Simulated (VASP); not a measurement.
## AgCl: single point with r2SCAN

Crystal: AgCl.

```
Ag Cl
1.0
     3.39197   -0.00362   -0.00362
    -0.00362    3.39197   -0.00362
    -0.00362   -0.00362    3.39197
Ag Cl
1 1
Direct
  0.00000 0.00000 0.00000
  0.50000 0.50000 0.50000
```

This cell differs from its parent crystal: strain along [111] -0.3%.

```json
{
 "Program": "VASP 6.6.1",
 "Task": "single point",
 "Functional": "r2SCAN",
 "Potentials or basis": "VASP PAW PBE potentials, release 64 (Ag, Cl)",
 "Cutoff": "520 eV",
 "k mesh": "8 × 8 × 8",
 "Occupations": "gaussian, width 0.01 eV",
 "Spin": "no spin polarisation",
 "Dipole correction": "no",
 "Further INCAR settings": "ALGO = Normal; EDIFF = 1e-07; NBANDS = 16"
}
```

- Pressure: 0.1 GPa
- Band gap on the k mesh: 1.18 eV (least direct gap 2.87 eV)

Levels at points of the mesh, in eV from the valence-band top:
```
           k point  band 6  band 7  band 8  band 9  band 10  band 11  band 12  band 13
(0.00, 0.00, 0.00)   -1.85   -1.70   -1.69   -1.69     1.18     9.96     9.96    14.91
(0.50, 0.00, 0.00)   -1.80   -1.48   -0.01    0.00     5.63     6.28     9.90    10.69
(0.50, 0.50, 0.00)   -2.16   -2.15   -1.54   -1.02     3.27     9.84     9.87    11.33
(0.50, 0.50, 0.50)   -1.52   -0.18   -0.18   -0.16     5.25     5.25     5.28     7.62
```

It took 2.1 min on 1 thread of Intel(R) Xeon(R) Platinum 8259CL CPU @ 2.50GHz (Skylake/Cascade Lake) (shared host), peak memory 0.19 GiB.

Caveat: the cell differs from its parent crystal (strain along [111] -0.3%); the PAW data sets were made with another functional, which shifts forces and pressure a little. A k mesh can miss the band edges.
